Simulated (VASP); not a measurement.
# Ir (Fm-3m) in VASP: single point with LDA

Aim: the single point of Ir with LDA.

Program: VASP 6.6.1. These are calculated values, not measurements. Logs are shortened: lines on timing, memory, paths and dates and some standing lists are left out, and cuts for length are marked.

### 1 The cell of the first run

Symmetry: Fm-3m, No. 225, cubic system. Conventional cell: a = 3.690 Å, b = 3.690 Å, c = 3.690 Å, α = 90.00°, β = 90.00°, γ = 90.00°. Ir (site symmetry m-3m) has 12 Ir at 2.61 Å within 3.4 Å.

### 2 Single point, LDA

INCAR

```
SYSTEM = Ir
ALGO     = Fast           ! electronic algorithm
EDIFF    = 1E-6           ! SCF threshold, eV
ENCUT    = 520            ! plane-wave cutoff, eV
GGA      = CA             ! functional
ISIF     = 2              ! what is computed and relaxed
ISMEAR   = 0              ! smearing method
LASPH    = .True.         ! aspherical terms in the spheres
LCHARG   = .False.        ! write CHGCAR
LREAL    = .False.        ! projectors in reciprocal space
LWAVE    = .False.        ! write WAVECAR
NBANDS   = 10             ! bands
NELM     = 100            ! most SCF steps
PREC     = Accurate       ! precision mode
SIGMA    = 0.1            ! smearing width, eV
```

KPOINTS

```
k-points
0
Gamma
  48 48 48
  0 0 0
```

POSCAR

```
Ir
1.0
    0.0000000000      1.8449398897      1.8449398897
    1.8449398897      0.0000000000      1.8449398897
    1.8449398897      1.8449398897      0.0000000000
Ir
1
Direct
    0.0000000000      0.0000000000      0.0000000000
```

Potentials or basis: VASP PAW LDA potentials, release 64 (Ir).

Started as:

```sh
$ cat potpaw_LDA.64/Ir/POTCAR > POTCAR
$ mpirun -np 1 vasp_std > vasp.out
```

OUTCAR:

```text
SYSTEM = Ir
   EDIFF = 1E-6
   ENCUT = 520
   GGA = CA
   ISIF = 2
   ISMEAR = 0
   LASPH = .True.
   LREAL = .False.
   NELM = 100
   PREC = Accurate

 ion  position               nearest neighbor table
   1  0.000  0.000  0.000-

  LATTYP: Found a face centered cubic cell.
 ALAT       =     3.6898797794

  Lattice vectors:

 A1 = (   0.0000000000,   1.8449398897,   1.8449398897)
 A2 = (   1.8449398897,   0.0000000000,   1.8449398897)
 A3 = (   1.8449398897,   1.8449398897,   0.0000000000)

Analysis of symmetry for initial positions (statically):
=====================================================================
 Subroutine PRICEL returns:
 Original cell was already a primitive cell.

 Routine SETGRP: Setting up the symmetry group for a
 face centered cubic supercell.

 Subroutine GETGRP returns: Found 48 space group operations
[... 9 lines left out ...]

 Routine SETGRP: Setting up the symmetry group for a
 face centered cubic supercell.

 Subroutine GETGRP returns: Found 48 space group operations
[... 11 lines left out ...]
                                     Primitive cell

  volume of cell :      12.5596

  direct lattice vectors                    reciprocal lattice vectors
     0.000000000  1.844939890  1.844939890    -0.271011540  0.271011540  0.271011540
     1.844939890  0.000000000  1.844939890     0.271011540 -0.271011540  0.271011540
     1.844939890  1.844939890  0.000000000     0.271011540  0.271011540 -0.271011540

  length of vectors
     2.609139014  2.609139014  2.609139014     0.469405756  0.469405756  0.469405756

  position of ions in fractional coordinates (direct lattice)
     0.000000000  0.000000000  0.000000000

  ion indices of the primitive-cell ions
   primitive index   ion index
                 1           1

----------------------------------------------------------------------------------------

 KPOINTS: k-points

Automatic generation of k-mesh.
 Grid dimensions read from file:
 generate k-points for:   48   48   48

 Generating k-lattice:

  Cartesian coordinates                     Fractional coordinates (reciprocal lattice)
    -0.005646074  0.005646074  0.005646074     0.020833333  0.000000000  0.000000000
     0.005646074 -0.005646074  0.005646074     0.000000000  0.020833333  0.000000000
     0.005646074  0.005646074 -0.005646074     0.000000000  0.000000000  0.020833333

  Length of vectors
     0.009779287  0.009779287  0.009779287

  Shift w.r.t. Gamma in fractional coordinates (k-lattice)
     0.000000000  0.000000000  0.000000000

 Subroutine IBZKPT returns following result:
 ===========================================

 Found   2769 irreducible k-points:

 Following reciprocal coordinates:
            Coordinates               Weight
  0.000000  0.000000  0.000000      1.000000
  0.020833  0.000000  0.000000      8.000000
  0.041667  0.000000  0.000000      8.000000
  0.062500  0.000000  0.000000      8.000000
  0.083333  0.000000  0.000000      8.000000
  0.104167  0.000000  0.000000      8.000000
[... 16 lines left out ...]
  0.458333  0.000000  0.000000      8.000000
  0.479167  0.000000  0.000000      8.000000
 [... further k-points ...]
   k-points           NKPTS =   2769   k-points in BZ     NKDIM =   2769   number of bands    NBANDS=     10
   number of dos      NEDOS =    301   number of ions     NIONS =      1
   total plane-waves  NPLWV =   8000
   dimension x,y,z NGX =    20 NGY =   20 NGZ =   20
   dimension x,y,z NGXF=    40 NGYF=   40 NGZF=   40
   ions per type =               1
   NGX,Y,Z   is equivalent  to a cutoff of  12.74, 12.74, 12.74 a.u.
   NGXF,Y,Z  is equivalent  to a cutoff of  25.49, 25.49, 25.49 a.u.
 SYSTEM =  Ir
   PREC   = accura    normal or accurate (medium, high low for compatibility)
   ISTART =      0    job   : 0-new  1-cont  2-samecut
   ICHARG =      2    charge: 1-file 2-atom 10-const
   ISPIN  =      1    spin polarized calculation?
   LNONCOLLINEAR =      F non collinear calculations
   LSORBIT =      F    spin-orbit coupling
   LASPH  =      T    aspherical Exc in radial PAW
   ENCUT  =  520.0 eV  38.22 Ry    6.18 a.u.   4.85  4.85  4.85*2*pi/ulx,y,z
   NELM   =    100;   NELMIN=  2; NELMDL= -5     # of ELM steps
   EDIFF  = 0.1E-05   stopping-criterion for ELM
   LREAL  =      F    real-space projection
   EDIFFG = 0.1E-04   stopping-criterion for IOM
   NSW    =      0    number of steps for IOM
   IBRION =     -1    ionic relax: 0-MD 1-quasi-New 2-CG
   NFREE  =      0    steps in history (QN), initial steepest desc. (CG)
   ISIF   =      2    stress and relaxation
   ISYM   =      2    0-nonsym 1-usesym 2-fastsym
   POTIM  = 0.5000    time-step for ionic-motion
   TEBEG  =    0.0;   TEEND  =   0.0 temperature during run
   PSTRESS=    0.0 pullay stress
   NELECT =       9.0000    total number of electrons
   NUPDOWN=      -1.0000    fix difference up-down
   EMIN   =  10.00;   EMAX   =-10.00  energy-range for DOS
   EFERMI =   0.00;   METHOD = LEGACY
   ISMEAR =     0;   SIGMA  =   0.10  broadening in eV -4-tet -1-fermi 0-gaus
   EFERMI_NEDOS =   21; number of points for ismear=-14 and -15
   IALGO  =     68    algorithm
   IMIX   =      4    mixing-type and parameters
     AMIX     =   0.40;   BMIX     =  1.00
     AMIX_MAG =   1.60;   BMIX_MAG =  1.00
  volume/ion in A,a.u.               =      12.56        84.76
  Fermi-wavevector in a.u.,A,eV,Ry     =   1.464975  2.768401 29.200154  2.146151
  Thomas-Fermi vector in A             =   2.580887
   LORBIT       =      0    0 simple, 1 ext, 2 COOP (PROOUT), +10 PAW based schemes
   GGA     = CA    functional components
   LHFCALC =     F    Hartree Fock is set to
   AEXX    =    0.0000 exact exchange contribution
   IVDW    =     0    specifies the selected vdW correction
   LEPSILON=     F    determine dielectric tensor
   LRPA    =     F    only Hartree local field effects (RPA)
 non-spin polarized calculation
 RMM-DIIS sequential band-by-band and
 Gauss-broadening in eV      SIGMA  =   0.10
  energy-cutoff  :      520.00
  volume of cell :       12.56
 maximum number of plane-waves:       349
   NGX =  9   NGY =  9   NGZ =  9

 number of electron       9.0000000 magnetization

 Free energy of the ion-electron system (eV)
  ---------------------------------------------------
  ext. energy  EPLUGINS =         0.00000000
  ---------------------------------------------------
  free energy    TOTEN  =       -10.11875428 eV

  energy without entropy =      -10.11516453  energy(sigma->0) =      -10.11695941

 E-fermi :  12.5247     XC(G=0): -14.8350

 val. band max:       12.5236500956   @ k =   0.5000   0.3333   0.1250
 cond. band min:      12.5252283592   @ k =   0.3125   0.2083   0.0833
 fundamental gap:      0.0015782636
 Fermi energy:        12.5247269026

 k-point     1 :       0.0000    0.0000    0.0000
  band No.  band energies     occupation
      1       0.1108      2.00000
      2       7.8464      2.00000
      3       7.8464      2.00000
      4       7.8464      2.00000
      5      11.1314      2.00000
      6      11.1314      2.00000
      7      26.5612      0.00000
      8      32.8394      0.00000
      9      32.8394      0.00000
     10      32.8394      0.00000

 k-point     2 :       0.0208    0.0000    0.0000
  band No.  band energies     occupation
      1       0.1330      2.00000
      2       7.8333      2.00000
      3       7.8567      2.00000
      4       7.8567      2.00000
      5      11.1237      2.00000
      6      11.1237      2.00000
      7      26.6022      0.00000
      8      32.7125      0.00000
      9      32.8779      0.00000
     10      32.8779      0.00000

 k-point     3 :       0.0417    0.0000    0.0000
  band No.  band energies     occupation
      1       0.1996      2.00000
      2       7.7947      2.00000
      3       7.8870      2.00000
      4       7.8870      2.00000
      5      11.1017      2.00000
      6      11.1017      2.00000
      7      26.7241      0.00000
      8      32.3704      0.00000
      9      32.9928      0.00000
     10      32.9928      0.00000

 k-point     4 :       0.0625    0.0000    0.0000
  band No.  band energies     occupation
      1       0.3092      2.00000
      2       7.7333      2.00000
      3       7.9359      2.00000
      4       7.9359      2.00000
      5      11.0675      2.00000
      6      11.0675      2.00000
      7      26.9227      0.00000
      8      31.8911      0.00000
      9      33.1827      0.00000
     10      33.1827      0.00000

 k-point     5 :       0.0833    0.0000    0.0000
  band No.  band energies     occupation
      1       0.4601      2.00000
      2       7.6533      2.00000
      3       8.0007      2.00000
      4       8.0007      2.00000
      5      11.0253      2.00000
      6      11.0253      2.00000
      7      27.1906      0.00000
      8      31.3411      0.00000
      9      33.4451      0.00000
     10      33.4451      0.00000

 k-point     6 :       0.1042    0.0000    0.0000
  band No.  band energies     occupation
      1       0.6494      2.00000
      2       7.5604      2.00000
      3       8.0773      2.00000
      4       8.0773      2.00000
      5      10.9807      2.00000
      6      10.9807      2.00000
      7      27.5163      0.00000
      8      30.7650      0.00000
      9      33.7769      0.00000
     10      33.7769      0.00000
[... 183 lines left out ...]
 k-point    21 :       0.4167    0.0000    0.0000
  band No.  band energies     occupation
      1       3.1131      2.00000
      2       7.8245      2.00000
      3       7.8245      2.00000
      4      10.4370      2.00000
      5      13.2498      0.00000
      6      13.2498      0.00000
      7      22.4048      0.00000
      8      26.7396      0.00000
      9      34.2274      0.00000
     10      34.2274      0.00000

 k-point    22 :       0.4375    0.0000    0.0000
  band No.  band energies     occupation
      1       3.0989      2.00000
      2       7.7779      2.00000
      3       7.7779      2.00000
      4      10.8796      2.00000
      5      13.4272      0.00000
      6      13.4272      0.00000
      7      21.9057      0.00000
      8      26.4708      0.00000
      9      33.8299      0.00000
     10      33.8299      0.00000

 k-point    23 :       0.4583    0.0000    0.0000
  band No.  band energies     occupation
      1       3.0861      2.00000
      2       7.7437      2.00000
      3       7.7437      2.00000
      4      11.2372      2.00000
      5      13.5605      0.00000
      6      13.5605      0.00000
      7      21.5014      0.00000
      8      26.2837      0.00000
      9      33.5391      0.00000
     10      33.5391      0.00000

 k-point    24 :       0.4792    0.0000    0.0000
  band No.  band energies     occupation
      1       3.0775      2.00000
      2       7.7229      2.00000
      3       7.7229      2.00000
      4      11.4724      2.00000
      5      13.6432      0.00000
      6      13.6432      0.00000
      7      21.2355      0.00000
      8      26.1738      0.00000
      9      33.3617      0.00000
     10      33.3617      0.00000

 [... further k-points ...]

------------------------ aborting loop because EDIFF is reached ----------------------------------------

  FORCE on cell =-STRESS in cart. coord.  units (eV):
  Direction    XX          YY          ZZ          XY          YZ          ZX
  --------------------------------------------------------------------------------------
  -------------------------------------------------------------------------------------
  Total        4.2313253      4.2313253      4.2313253      0.0000000      0.0000000      0.0000000
  in kB      539.7719889    539.7719889    539.7719889      0.0000000      0.0000000      0.0000000
  external PRESSURE =     539.7719889 kB  Pullay stress =       0.0000000 kB

 VOLUME and BASIS-vectors are now :
 -----------------------------------------------------------------------------
  energy-cutoff  :      520.00
  volume of cell :       12.56
      direct lattice vectors                 reciprocal lattice vectors
     0.000000000  1.844939890  1.844939890    -0.271011540  0.271011540  0.271011540
     1.844939890  0.000000000  1.844939890     0.271011540 -0.271011540  0.271011540
     1.844939890  1.844939890  0.000000000     0.271011540  0.271011540 -0.271011540

 POSITION                                       TOTAL-FORCE (eV/Angst)
 -----------------------------------------------------------------------------------
      0.00000      0.00000      0.00000        -0.000000      0.000000     -0.000000
 -----------------------------------------------------------------------------------
    total drift:                               -0.000000     -0.000000      0.000000

  FREE ENERGIE OF THE ION-ELECTRON SYSTEM (eV)
  ---------------------------------------------------
  free  energy   TOTEN  =       -10.1187542801 eV

  energy  without entropy=      -10.1151645305  energy(sigma->0) =      -10.11695941
```

It took 14 min on 1 thread of AMD EPYC 7R13, shared host; peak memory 0.42 GiB.

What came out:

* Free energy: -10.1188 eV
* Pressure: 54.0 GPa

Caveat: spin-orbit coupling is left out, which moves the levels of the heavy elements.
